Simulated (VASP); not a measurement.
# TaN (Fm-3m) in VASP: single point with LDA+U

Aim: the single point of TaN with LDA+U.

Program: VASP 6.6.1. These are calculated values, not measurements. Logs are shortened: lines on timing, memory, paths and dates and some standing lists are left out, and cuts for length are marked.

**1. The cell of the first run**

Symmetry: Fm-3m, No. 225, cubic system. The conventional cell has a = 4.358 Å, b = 4.358 Å, c = 4.358 Å, α = 90.00°, β = 90.00°, γ = 90.00°. Within 2.9 Å of Ta (site symmetry m-3m) lie 6 N at 2.18 Å. Within 2.9 Å of N (site symmetry m-3m) lie 6 Ta at 2.18 Å.

**2. Single point, LDA+U, collinear spin**

The input, INCAR:

```
SYSTEM = TaN
ALGO     = Normal         ! electronic algorithm
EDIFF    = 1E-6           ! SCF threshold, eV
ENCUT    = 520            ! plane-wave cutoff, eV
GGA      = CA             ! functional
ISIF     = 2              ! what is computed and relaxed
ISMEAR   = 0              ! smearing method
ISPIN    = 2              ! spin polarisation
LASPH    = .True.         ! aspherical terms in the spheres
LCHARG   = .False.        ! write CHGCAR
LDAU     = .True.         ! DFT+U
LDAUJ    = 0 0          
LDAUL    = 2 -1           ! shell
LDAUPRINT= 1            
LDAUTYPE = 2            
LDAUU    = 7 0            ! U, eV
LMAXMIX  = 4              ! l up to which the mixer works
LORBIT   = 11             ! projections on sites
LREAL    = .False.        ! projectors in reciprocal space
LWAVE    = .False.        ! write WAVECAR
MAGMOM   = 2 2 0 0        ! initial moments
NBANDS   = 28             ! bands
NELM     = 150            ! most SCF steps
PREC     = Accurate       ! precision mode
SIGMA    = 0.05           ! smearing width, eV
```

The input, KPOINTS:

```
k-points
0
Gamma
  7 7 7
  0 0 0
```

The input, POSCAR:

```
TaN
1.0
    0.0000000000      2.1790013100      2.1790013100
    4.3580026200      2.1790013100      2.1790013100
    4.3580026200      4.3580026200      0.0000000000
Ta N
2 2
Direct
    0.5000000000      0.5000000000      0.0000000000
    0.5000000000      0.5000000000      0.5000000000
    0.0000000000      0.0000000000      0.0000000000
    0.0000000000      0.0000000000      0.5000000000
```

Potentials or basis: VASP PAW LDA potentials, release 64 (Ta_pv, N).

Launch:

```sh
$ cat potpaw_LDA.64/Ta_pv/POTCAR potpaw_LDA.64/N/POTCAR > POTCAR
$ mpirun -np 1 vasp_std > vasp.out
```

OUTCAR:

```text
SYSTEM = TaN
   EDIFF = 1E-6
   ENCUT = 520
   GGA = CA
   ISIF = 2
   ISMEAR = 0
   ISPIN = 2
   LASPH = .True.
   LORBIT = 11
   LREAL = .False.
   NELM = 150
   PREC = Accurate

 ion  position               nearest neighbor table
   1  0.500  0.500  0.000-   4 2.18   3 2.18   4 2.18   3 2.18   4 2.18   4 2.18   2 3.08   2 3.08
                             2 3.08   2 3.08   2 3.08   2 3.08   2 3.08   2 3.08
   2  0.500  0.500  0.500-   3 2.18   3 2.18   4 2.18   4 2.18   3 2.18   3 2.18   1 3.08   1 3.08
                             1 3.08   1 3.08   1 3.08   1 3.08   1 3.08   1 3.08
   3  0.000  0.000  0.000-   2 2.18   1 2.18   2 2.18   1 2.18   2 2.18   2 2.18
   4  0.000  0.000  0.500-   1 2.18   1 2.18   2 2.18   2 2.18   1 2.18   1 2.18

  LATTYP: Found a simple tetragonal cell.
 ALAT       =     3.0815732050
 C/A-ratio  =     1.4142135624

  Lattice vectors:

 A1 = (   0.0000000000,  -2.1790013100,   2.1790013100)
 A2 = (   0.0000000000,  -2.1790013100,  -2.1790013100)
 A3 = (   4.3580026200,   0.0000000000,   0.0000000000)

Analysis of symmetry for initial positions (statically):
=====================================================================
 Subroutine PRICEL returns following result:

  LATTYP: Found a face centered cubic cell.
 ALAT       =     4.3580026200
[... 12 lines left out ...]
 Subroutine GETGRP returns: Found 16 space group operations
 (whereof 16 operations were pure point group operations)
 out of a pool of 16 trial point group operations.

The static configuration has the point symmetry D_4h.

Analysis of symmetry for dynamics (positions and initial velocities):
=====================================================================
 Subroutine PRICEL returns following result:

  LATTYP: Found a face centered cubic cell.
 ALAT       =     4.3580026200
[... 12 lines left out ...]
 Subroutine GETGRP returns: Found 16 space group operations
 (whereof 16 operations were pure point group operations)
 out of a pool of 16 trial point group operations.

The dynamic configuration has the point symmetry D_4h.

[... 224 lines left out ...]
  o =  0.1939  v =  0.0000 -0.0000 -0.8660 -0.0000 -0.5000  0.0000  0.0000  0.0000  0.0000  0.0000      0.0000  0.0000  0.0000  0.0000  0.0000  0.0000  0.0000  0.0000  0.0000  0.0000
  o =  0.2559  v =  0.0000  0.0000  0.0000  0.0000  0.0000  0.0000 -1.0000 -0.0000  0.0000 -0.0000      0.0000  0.0000  0.0000  0.0000  0.0000  0.0000  0.0000  0.0000  0.0000  0.0000
  o =  0.2559  v =  0.0000 -1.0000  0.0000  0.0000 -0.0000  0.0000  0.0000  0.0000  0.0000  0.0000      0.0000  0.0000  0.0000  0.0000  0.0000  0.0000  0.0000  0.0000  0.0000  0.0000
  o =  0.2595  v =  1.0000  0.0000  0.0000  0.0000  0.0000  0.0000  0.0000  0.0000  0.0000  0.0000      0.0000  0.0000  0.0000  0.0000  0.0000  0.0000  0.0000  0.0000  0.0000  0.0000
  o =  0.2595  v =  0.0000 -0.0000 -0.0000 -1.0000  0.0000  0.0000  0.0000  0.0000  0.0000  0.0000      0.0000  0.0000  0.0000  0.0000  0.0000  0.0000  0.0000  0.0000  0.0000  0.0000
  o =  0.2596  v =  0.0000  0.0000  0.0000  0.0000  0.0000  1.0000  0.0000  0.0000  0.0000  0.0000      0.0000  0.0000  0.0000  0.0000  0.0000  0.0000  0.0000  0.0000  0.0000  0.0000
  o =  0.2596  v =  0.0000  0.0000  0.0000  0.0000  0.0000  0.0000 -0.0000  0.0000 -1.0000  0.0000      0.0000  0.0000  0.0000  0.0000  0.0000  0.0000  0.0000  0.0000  0.0000  0.0000

 number of electron      32.0000003 magnetization      -0.0001049

 Free energy of the ion-electron system (eV)
  ---------------------------------------------------
  ext. energy  EPLUGINS =         0.00000000
  ---------------------------------------------------
  free energy    TOTEN  =       -35.45843806 eV

  energy without entropy =      -35.45607423  energy(sigma->0) =      -35.45725615

 E-fermi :  10.4940     XC(G=0): -13.8318

 val. band max:       10.4641520330   @ k =  -0.2857   0.1429   0.0000
 cond. band min:      10.5203006413   @ k =   0.0000   0.0000   0.4286
 fundamental gap:      0.0561486084
 Fermi energy:        10.4939975472

 spin component 1

 k-point     1 :       0.0000    0.0000    0.0000
  band No.  band energies     occupation
      1     -27.1688      1.00000
      2     -26.6999      1.00000
      3     -26.6999      1.00000
      4     -26.3932      1.00000
      5     -26.3932      1.00000
      6     -26.3862      1.00000
[... 1481 lines left out ...]
     27      20.2174      0.00000
     28      20.3238      0.00000

 [... further k-points ...]

------------------------ aborting loop because EDIFF is reached ----------------------------------------

  FORCE on cell =-STRESS in cart. coord.  units (eV):
  Direction    XX          YY          ZZ          XY          YZ          ZX
  --------------------------------------------------------------------------------------
  -------------------------------------------------------------------------------------
  Total        5.8579323      5.8981202      5.8981202     -0.0000000      0.0000000      0.0000000
  in kB      226.7892515    228.3451218    228.3451218     -0.0000000      0.0000000      0.0000000
  external PRESSURE =     227.8264984 kB  Pullay stress =       0.0000000 kB

 VOLUME and BASIS-vectors are now :
 -----------------------------------------------------------------------------
  energy-cutoff  :      520.00
  volume of cell :       41.38
      direct lattice vectors                 reciprocal lattice vectors
     0.000000000  2.179001310  2.179001310    -0.229462918  0.229462918  0.229462918
     4.358002620  2.179001310  2.179001310     0.229462918 -0.229462918  0.229462918
     4.358002620  4.358002620  0.000000000     0.000000000  0.229462918 -0.229462918

 POSITION                                       TOTAL-FORCE (eV/Angst)
 -----------------------------------------------------------------------------------
      2.17900      2.17900      2.17900        -0.000000      0.000000     -0.000000
      4.35800      4.35800      2.17900         0.000000      0.000000      0.000000
      0.00000      0.00000      0.00000         0.000000     -0.000000      0.000000
      2.17900      2.17900      0.00000         0.000000     -0.000000      0.000000
 -----------------------------------------------------------------------------------
    total drift:                               -0.000000     -0.000000     -0.000000

  FREE ENERGIE OF THE ION-ELECTRON SYSTEM (eV)
  ---------------------------------------------------
  free  energy   TOTEN  =       -35.4584380627 eV

  energy  without entropy=      -35.4560742302  energy(sigma->0) =      -35.45725615

 total charge

# of ion       s       p       d       tot
------------------------------------------
    1        0.303   6.261   2.276   8.840
    2        0.303   6.261   2.276   8.840
    3        1.218   2.582   0.000   3.800
    4        1.218   2.582   0.000   3.800
--------------------------------------------------
tot          3.041  17.687   4.553  25.281

 magnetization (x)

# of ion       s       p       d       tot
------------------------------------------
    1       -0.000  -0.000  -0.000  -0.000
    2       -0.000  -0.000  -0.000  -0.000
    3       -0.000  -0.000   0.000  -0.000
    4       -0.000  -0.000   0.000  -0.000
--------------------------------------------------
tot         -0.000  -0.000  -0.000  -0.000
```

It took 2.9 min on 1 thread of Intel Xeon 8259CL, shared host; peak memory 0.23 GiB.

What came out:

| Quantity | Value |
| --- | --- |
| Free energy | -35.4584 eV |
| Pressure | 22.8 GPa |
| Band gap on the k mesh | zero (filled and empty bands overlap) |
| Net moment | 0.00 μB per cell |
| Valence electrons inside the program's atomic spheres | Ta 8.84; N 3.80 |

Stress tensor (GPa, compression positive):
```
22.68  0.00  0.00
 0.00 22.83  0.00
 0.00  0.00 22.83
```

Levels at points of the mesh, in eV from the Fermi level:
Spin up:
```tsv
k point	band 13	band 14	band 15	band 16	band 17	band 18	band 19	band 20
(0.00, 0.00, 0.00)	-4.17	-4.17	-4.17	-1.97	-1.97	-1.95	0.74	0.74
```
Spin down:
```tsv
k point	band 14	band 15	band 16	band 17	band 18	band 19
(0.00, 0.00, 0.00)	-4.17	-4.17	-1.97	-1.97	-1.95	0.74
```

Eigenvalues of the final occupation matrices:
| site | spin | trace | eigenvalues |
| --- | --- | --- | --- |
| site 1 d | 1 | 1.16 | 0.19 0.19 0.26 0.26 0.26 |
| site 1 d | 2 | 1.16 | 0.19 0.19 0.26 0.26 0.26 |
| site 2 d | 1 | 1.16 | 0.19 0.19 0.26 0.26 0.26 |
| site 2 d | 2 | 1.16 | 0.19 0.19 0.26 0.26 0.26 |

Caveat: the cell stands under pressure; spin-orbit coupling is left out, which moves the levels of the heavy elements.

The gap in the log of VASP goes by the Fermi energy; the results here count the filled bands.